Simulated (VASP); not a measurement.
A run of VASP 6.6.1:

INCAR

```
PREC = Accurate
ENCUT = 600
EDIFF = 1E-6
ISMEAR = -1
SIGMA = 0.05
LREAL = False
LASPH = True
NELM = 120
ALGO = Normal
ISIF = 2
LWAVE = False
LCHARG = True
GGA = PE
LELF = True
LVHAR = True
NBANDS = 16
GGA_COMPAT = False
```

File KPOINTS:

```
regular mesh
0
Gamma
  11 11 11
```

Contents of POSCAR:

```
Co
1.0
    3.6280000000      1.8140000000      1.8140000000
    1.8140000000      3.6280000000      1.8140000000
    1.8140000000      1.8140000000      3.6280000000
Co
2
Direct
    0.0000000000      0.0000000000      0.0000000000
    0.5000000000      0.5000000000      0.5000000000
```

Potentials or basis: VASP PAW PBE potentials, release 64 (Co).

Launch:

```console
$ cat potpaw_PBE.64/Co/POTCAR > POTCAR
$ mpirun -np 1 vasp_std > vasp.out
```

Hardware: 1 thread of Intel(R) Xeon(R) Platinum 8375C CPU @ 2.90GHz (Ice Lake), on a shared host.

Q: Estimate the wall time of this run.

A: It took 2.5 min on 1 thread of Intel(R) Xeon(R) Platinum 8375C CPU @ 2.90GHz (Ice Lake), with other jobs on the host, peak memory 0.22 GiB. Counts: scf iterations 12, k points 146.
